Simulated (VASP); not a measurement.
# CdS (Hawleyite) (F-43m) in VASP: G0W0 quasiparticle levels with PBE

Aim: the G0W0 quasiparticle levels of CdS (Hawleyite) with PBE.

Program: VASP 6.6.1. These are calculated values, not measurements. Logs are shortened: lines on timing, memory, paths and dates and some standing lists are left out, and cuts for length are marked.

**1. The cell of the first run**

Symmetry: F-43m, No. 216, cubic system. Conventional cell: a = 5.878 Å, b = 5.878 Å, c = 5.878 Å, α = 90.00°, β = 90.00°, γ = 90.00°. Cd (site symmetry -43m) has 4 S at 2.55 Å within 3.4 Å. Within 3.4 Å of S (site symmetry -43m) lie 4 Cd at 2.55 Å.

**2. G0W0 quasiparticle levels, PBE**

File POSCAR:

```
CdS
1.0
    0.0000000000      2.9392138883      2.9392138883
    2.9392138883      0.0000000000      2.9392138883
    2.9392138883      2.9392138883      0.0000000000
Cd S
1 1
Direct
    0.0000000000      0.0000000000      0.0000000000
    0.2500000000      0.2500000000      0.2500000000
```

File INCAR.step1:

```
SYSTEM = CdS
ALGO = Normal
EDIFF = 1E-8
ENCUT = 500
GGA = PE
ISMEAR = 0
LASPH = .True.
LCHARG = .False.
LREAL = .False.
LWAVE = .True.
NELM = 60
PREC = Accurate
SIGMA = 0.01
```

File INCAR.step2:

```
SYSTEM = CdS
ALGO = Exact
EDIFF = 1E-8
ENCUT = 500
GGA = PE
ISMEAR = 0
ISTART = 1
LASPH = .True.
LCHARG = .False.
LOPTICS = .True.
LREAL = .False.
LWAVE = .True.
NBANDS = 39
NELM = 1
PREC = Accurate
SIGMA = 0.01
```

File INCAR.step3:

```
SYSTEM = CdS
ALGO = EVGW0
EDIFF = 1E-8
ENCUT = 500
ENCUTGW = 60
GGA = PE
ISMEAR = 0
ISTART = 1
LASPH = .True.
LCHARG = .False.
LREAL = .False.
LWAVE = .False.
NBANDS = 39
NBANDSGW = 17
NELMGW = 1
NOMEGA = 48
PREC = Accurate
PRECFOCK = Fast
SIGMA = 0.01
```

File KPOINTS:

```
k-points
0
Gamma
  4 4 4
  0 0 0
```

Potentials or basis: VASP PAW PBE potentials, release 64 (Cd_GW, S_GW).

The run is started by

```sh
$ cat potpaw_PBE.64/Cd_GW/POTCAR potpaw_PBE.64/S_GW/POTCAR > POTCAR
$ cp INCAR.step1 INCAR
$ mpirun -np 1 vasp_std > vasp.out
$ cp INCAR.step2 INCAR
$ mpirun -np 1 vasp_std > vasp.out
$ cp INCAR.step3 INCAR
$ mpirun -np 1 vasp_std > vasp.out
```

OUTCAR:

```text
SYSTEM = CdS
   EDIFF = 1E-8
   ENCUT = 500
   ENCUTGW = 60
   GGA = PE
   ISMEAR = 0
   ISTART = 1
   LASPH = .True.
   LREAL = .False.
   NELMGW = 1
   PREC = Accurate
   PRECFOCK = Fast

 ion  position               nearest neighbor table
   1  0.000  0.000  0.000-   2 2.55   2 2.55   2 2.55   2 2.55
   2  0.250  0.250  0.250-   1 2.55   1 2.55   1 2.55   1 2.55

  LATTYP: Found a face centered cubic cell.
 ALAT       =     5.8784277766

  Lattice vectors:

 A1 = (   0.0000000000,   2.9392138883,   2.9392138883)
 A2 = (   2.9392138883,   0.0000000000,   2.9392138883)
 A3 = (   2.9392138883,   2.9392138883,   0.0000000000)

Analysis of symmetry for initial positions (statically):
=====================================================================
 Subroutine PRICEL returns:
 Original cell was already a primitive cell.

 Routine SETGRP: Setting up the symmetry group for a
 face centered cubic supercell.

 Subroutine GETGRP returns: Found 24 space group operations
 (whereof 24 operations were pure point group operations)
 out of a pool of 48 trial point group operations.

The static configuration has the point symmetry T_d .

Analysis of symmetry for dynamics (positions and initial velocities):
=====================================================================
 Subroutine PRICEL returns:
 Original cell was already a primitive cell.

 Routine SETGRP: Setting up the symmetry group for a
 face centered cubic supercell.

 Subroutine GETGRP returns: Found 24 space group operations
 (whereof 24 operations were pure point group operations)
 out of a pool of 48 trial point group operations.

The dynamic configuration has the point symmetry T_d .

 Subroutine INISYM returns: Found 24 space group operations
 (whereof 24 operations are pure point group operations),
 and found     1 'primitive' translations

----------------------------------------------------------------------------------------

                                     Primitive cell

  volume of cell :      50.7836

  direct lattice vectors                    reciprocal lattice vectors
     0.000000000  2.939213888  2.939213888    -0.170113513  0.170113513  0.170113513
     2.939213888  0.000000000  2.939213888     0.170113513 -0.170113513  0.170113513
     2.939213888  2.939213888  0.000000000     0.170113513  0.170113513 -0.170113513

  length of vectors
     4.156676144  4.156676144  4.156676144     0.294645248  0.294645248  0.294645248

  position of ions in fractional coordinates (direct lattice)
     0.000000000  0.000000000  0.000000000
     0.250000000  0.250000000  0.250000000

  ion indices of the primitive-cell ions
   primitive index   ion index
                 1           1
                 2           2

----------------------------------------------------------------------------------------

 KPOINTS: k-points

Automatic generation of k-mesh.
 Grid dimensions read from file:
 generate k-points for:    4    4    4

 Generating k-lattice:

  Cartesian coordinates                     Fractional coordinates (reciprocal lattice)
    -0.042528378  0.042528378  0.042528378     0.250000000  0.000000000  0.000000000
     0.042528378 -0.042528378  0.042528378     0.000000000  0.250000000  0.000000000
     0.042528378  0.042528378 -0.042528378     0.000000000  0.000000000  0.250000000

  Length of vectors
     0.073661312  0.073661312  0.073661312

  Shift w.r.t. Gamma in fractional coordinates (k-lattice)
     0.000000000  0.000000000  0.000000000

 Subroutine IBZKPT returns following result:
 ===========================================

 Found      8 irreducible k-points:

 Following reciprocal coordinates:
            Coordinates               Weight
  0.000000  0.000000  0.000000      1.000000
  0.250000  0.000000  0.000000      8.000000
  0.500000  0.000000  0.000000      4.000000
  0.250000  0.250000  0.000000      6.000000
  0.500000  0.250000  0.000000     24.000000
 -0.250000  0.250000  0.000000     12.000000
  0.500000  0.500000  0.000000      3.000000
 -0.250000  0.500000  0.250000      6.000000
   k-points           NKPTS =      8   k-points in BZ     NKDIM =     64   number of bands    NBANDS=     39
   number of dos      NEDOS =    301   number of ions     NIONS =      2
   total plane-waves  NPLWV =  27000
   dimension x,y,z NGX =    30 NGY =   30 NGZ =   30
   dimension x,y,z NGXF=    60 NGYF=   60 NGZF=   60
   ions per type =               1   1
   NGX,Y,Z   is equivalent  to a cutoff of  12.00, 12.00, 12.00 a.u.
   NGXF,Y,Z  is equivalent  to a cutoff of  24.00, 24.00, 24.00 a.u.
 SYSTEM =  CdS
   PREC   = accura    normal or accurate (medium, high low for compatibility)
   ISTART =      1    job   : 0-new  1-cont  2-samecut
   ICHARG =      0    charge: 1-file 2-atom 10-const
   ISPIN  =      1    spin polarized calculation?
   LNONCOLLINEAR =      F non collinear calculations
   LSORBIT =      F    spin-orbit coupling
   LASPH  =      T    aspherical Exc in radial PAW
   ENCUT  =  500.0 eV  36.75 Ry    6.06 a.u.   7.58  7.58  7.58*2*pi/ulx,y,z
   NELM   =     60;   NELMIN=  2; NELMDL=  0     # of ELM steps
   EDIFF  = 0.1E-07   stopping-criterion for ELM
   LREAL  =      F    real-space projection
   EDIFFG = 0.1E-06   stopping-criterion for IOM
   NSW    =      0    number of steps for IOM
   IBRION =     -1    ionic relax: 0-MD 1-quasi-New 2-CG
   NFREE  =      0    steps in history (QN), initial steepest desc. (CG)
   ISIF   =      0    stress and relaxation
   ISYM   =      3    0-nonsym 1-usesym 2-fastsym
   POTIM  = 0.5000    time-step for ionic-motion
   TEBEG  =    0.0;   TEEND  =   0.0 temperature during run
   PSTRESS=    0.0 pullay stress
   NELECT =      18.0000    total number of electrons
   NUPDOWN=      -1.0000    fix difference up-down
   EMIN   =  10.00;   EMAX   =-10.00  energy-range for DOS
   EFERMI =   0.00;   METHOD = LEGACY
   ISMEAR =     0;   SIGMA  =   0.01  broadening in eV -4-tet -1-fermi 0-gaus
   EFERMI_NEDOS =   21; number of points for ismear=-14 and -15
   IALGO  =     38    algorithm
   IMIX   =      4    mixing-type and parameters
     AMIX     =   0.40;   BMIX     =  1.00
     AMIX_MAG =   1.60;   BMIX_MAG =  1.00
  volume/ion in A,a.u.               =      25.39       171.35
  Fermi-wavevector in a.u.,A,eV,Ry     =   1.158576  2.189391 18.263073  1.342298
  Thomas-Fermi vector in A             =   2.295177
   LORBIT       =      0    0 simple, 1 ext, 2 COOP (PROOUT), +10 PAW based schemes
   GGA     = PE    functional components
   LHFCALC =     T    Hartree Fock is set to
   PRECFOCK=fast      Normal, Fast or Accurate (Low or Medium for compatibility)
   ENCUT4O =  -1.0   cutoff for four orbital integrals eV
   NKREDX  =     1    reduce k-point grid by
   NKREDY  =     1    reduce k-point grid by
   NKREDZ  =     1    reduce k-point grid by
   AEXX    =    1.0000 exact exchange contribution
   HFSCREEN=    0.0000 screening length (either q_TF or 0.3 A-1)
   HFSCREENC=   0.0000 screening length for correlation (either q_TF or 0.3 A-1)
   ENCUTFOCK=  -1.0 apply spherical cutoff to Coloumb kernel
   IVDW    =     0    specifies the selected vdW correction
   LEPSILON=     F    determine dielectric tensor
   LRPA    =     F    only Hartree local field effects (RPA)
   LRPAFORCE           =     F    calculate RPA forces
   ENCUTGW             =  60.0    cutoff for response function in eV
   ENCUTGWSOFT         =  48.0    soft cutoff for Coulomb kernel in GW response function in eV
   ENCUTLF             =  -1.0    cutoff for local field effects
   NELMGW              =     1    number of iterations in solving QP/BSE equation
   NELMHF              =     1    number of iterations in the inner HF iteration
   NKREDLFX            =     1    NKREDLFY  =   1   NKREDLFZ  =   1
 non-spin polarized calculation
 Gauss-broadening in eV      SIGMA  =   0.01
  energy-cutoff  :      500.00
  volume of cell :       50.78
 maximum number of plane-waves:      1308
  NGX = 18; NGY = 18; NGZ = 18
   NGX = 15   NGY = 15   NGZ = 15
 maximum number of plane-waves:        59
 NGX is ok and might be reduce to    14

 QP shifts <psi_nk| G(iteration)W_0 |psi_nk>: iteration 1
 for sc-GW calculations column KS-energies equals QP-energies in previous step
 and V_xc(KS)=  KS-energies - (<T + V_ion + V_H > + <T+V_H+V_ion>^1  + <V_x>^1)

 k-point   1 :       0.0000    0.0000    0.0000
  band No.  KS-energies  QP-energies   sigma(KS)   V_xc(KS)     V^pw_x(r,r')   Z            occupation Imag(sigma)

      1      -9.7791      -9.7741     -12.9867     -12.9949     -20.8866       0.6057       2.0000       1.1141
      2      -5.2186      -6.5908     -17.1297     -15.1752     -22.9271       0.7021       2.0000       0.2694
      3      -5.2186      -6.5908     -17.1297     -15.1752     -22.9271       0.7021       2.0000       0.2694
      4      -5.2186      -6.5908     -17.1297     -15.1752     -22.9271       0.7021       2.0000       0.2694
      5      -4.7723      -6.2411     -17.5589     -15.4968     -23.2438       0.7123       2.0000       0.1996
      6      -4.7723      -6.2411     -17.5589     -15.4968     -23.2438       0.7123       2.0000       0.1996
[... 9 lines left out ...]
     16      13.7878      14.8111      -9.2380     -10.6201      -4.8788       0.7404       0.0000      -0.2715
     17      15.6508      15.8964      -6.8277      -7.1538      -2.0864       0.7530       0.0000      -0.4752

 k-point   2 :       0.2500    0.0000    0.0000
  band No.  KS-energies  QP-energies   sigma(KS)   V_xc(KS)     V^pw_x(r,r')   Z            occupation Imag(sigma)

      1      -9.5759      -9.5909     -13.2810     -13.2568     -21.0998       0.6234       2.0000       1.0991
      2      -5.1519      -6.5328     -17.1973     -15.2342     -22.9878       0.7034       2.0000       0.2643
      3      -5.1519      -6.5328     -17.1973     -15.2342     -22.9878       0.7034       2.0000       0.2643
      4      -4.9794      -6.3240     -16.9329     -15.0288     -22.6565       0.7062       2.0000       0.2761
      5      -4.7681      -6.2415     -17.5604     -15.4983     -23.2495       0.7145       2.0000       0.2019
      6      -4.7681      -6.2415     -17.5604     -15.4983     -23.2495       0.7145       2.0000       0.2019
[... 9 lines left out ...]
     16      13.6768      13.8781      -6.6646      -6.9299      -2.0874       0.7590       0.0000      -0.3365
     17      17.2625      17.9729      -7.5303      -8.4573      -2.6212       0.7664       0.0000      -0.6276

 k-point   3 :       0.5000    0.0000    0.0000
  band No.  KS-energies  QP-energies   sigma(KS)   V_xc(KS)     V^pw_x(r,r')   Z            occupation Imag(sigma)

      1      -9.3729      -9.4142     -13.6250     -13.5604     -21.3681       0.6386       2.0000       1.0696
      2      -5.1059      -6.4970     -17.2313     -15.2567     -23.0064       0.7046       2.0000       0.2575
      3      -5.1059      -6.4970     -17.2313     -15.2567     -23.0064       0.7046       2.0000       0.2575
      4      -4.7369      -6.2116     -17.6138     -15.5517     -23.3165       0.7151       2.0000       0.2055
      5      -4.7369      -6.2116     -17.6138     -15.5517     -23.3165       0.7151       2.0000       0.2055
      6      -4.4109      -5.7690     -17.4175     -15.5171     -23.1296       0.7147       2.0000       0.2414
[... 9 lines left out ...]
     16      14.7343      15.8731      -9.2587     -10.7782      -4.6085       0.7494       0.0000      -0.3928
     17      16.0497      17.1633      -8.9834     -10.4541      -4.0879       0.7572       0.0000      -0.5956

 k-point   4 :       0.2500    0.2500    0.0000
  band No.  KS-energies  QP-energies   sigma(KS)   V_xc(KS)     V^pw_x(r,r')   Z            occupation Imag(sigma)

      1      -9.5100      -9.5324     -13.3798     -13.3443     -21.1731       0.6297       2.0000       1.0932
      2      -5.0693      -6.4617     -17.2908     -15.3171     -23.0774       0.7055       2.0000       0.2608
      3      -5.0693      -6.4617     -17.2908     -15.3171     -23.0774       0.7055       2.0000       0.2608
      4      -5.0479      -6.3879     -16.8024     -14.9007     -22.5063       0.7046       2.0000       0.2751
      5      -4.7854      -6.2291     -17.4174     -15.3893     -23.1010       0.7119       2.0000       0.2159
      6      -4.7320      -6.2065     -17.6048     -15.5421     -23.3008       0.7149       2.0000       0.1977
[... 37 lines left out ...]
      2      -5.0755      -6.4771     -17.2306     -15.2474     -22.9933       0.7067       2.0000       0.2594
      3      -5.0639      -6.4558     -17.3002     -15.3283     -23.0886       0.7059       2.0000       0.2586
      4      -4.7922      -6.2435     -17.4118     -15.3740     -23.0958       0.7122       2.0000       0.2171
      5      -4.7825      -6.2541     -17.5332     -15.4696     -23.2204       0.7131       2.0000       0.2049
      6      -4.5262      -5.8576     -17.2209     -15.3478     -22.9177       0.7108       2.0000       0.2499
[... 9 lines left out ...]
     16      15.5091      16.6273      -9.3757     -10.8864      -4.4936       0.7402       0.0000      -0.4845
     17      16.4745      17.1234      -7.6945      -8.5395      -2.8837       0.7680       0.0000      -0.5536

 k-point   7 :       0.5000    0.5000    0.0000
  band No.  KS-energies  QP-energies   sigma(KS)   V_xc(KS)     V^pw_x(r,r')   Z            occupation Imag(sigma)

      1      -9.2474      -9.3066     -13.8346     -13.7434     -21.5327       0.6494       2.0000       1.0560
      2      -5.0131      -6.4286     -16.9850     -14.9894     -22.6348       0.7093       2.0000       0.2412
      3      -4.8929      -6.3165     -17.5265     -15.5244     -23.3081       0.7111       2.0000       0.2467
      4      -4.8929      -6.3165     -17.5265     -15.5244     -23.3081       0.7111       2.0000       0.2467
      5      -4.6913      -6.1711     -17.6525     -15.5882     -23.3577       0.7169       2.0000       0.1971
      6      -4.3473      -5.6596     -17.1995     -15.3583     -22.8848       0.7128       2.0000       0.2435
[... 9 lines left out ...]
     16      15.6272      16.7630      -9.3695     -10.8826      -4.6791       0.7506       0.0000      -0.4587
     17      15.6272      16.7630      -9.3695     -10.8826      -4.6791       0.7506       0.0000      -0.4587

 k-point   8 :      -0.2500    0.5000    0.2500
  band No.  KS-energies  QP-energies   sigma(KS)   V_xc(KS)     V^pw_x(r,r')   Z            occupation Imag(sigma)

      1      -9.2489      -9.3040     -13.8281     -13.7428     -21.5350       0.6463       2.0000       1.0498
      2      -4.9986      -6.4019     -17.2018     -15.2209     -22.9302       0.7084       2.0000       0.2512
      3      -4.9838      -6.4151     -17.4166     -15.4035     -23.1894       0.7110       2.0000       0.2494
      4      -4.8084      -6.2753     -17.5614     -15.5074     -23.2796       0.7142       2.0000       0.2196
      5      -4.7639      -6.2277     -17.5088     -15.4577     -23.1981       0.7136       2.0000       0.2078
      6      -4.1768      -5.4857     -17.4967     -15.6628     -23.2110       0.7137       2.0000       0.2327
[... 9 lines left out ...]
     16      15.4700      16.7931      -9.8498     -11.6222      -5.1018       0.7465       0.0000      -0.4931
     17      15.6185      16.7726      -9.1151     -10.6577      -4.2570       0.7481       0.0000      -0.4761
```

It took 3.6 min on 1 thread of Intel Xeon 8259CL, shared host; peak memory 0.53 GiB.

Results:

```yaml
Band_gap_on_the_k_mesh_mean-field_level: 1.08 eV, direct
Quasiparticle_gap: 1.82 eV
Least_direct_quasiparticle_gap: 1.82 eV
```

Caveat: the k points lie up to 0.46 Å⁻¹ apart; bands, screening cutoff and mesh are small and nothing is extrapolated, so the quasiparticle values aren't converged.
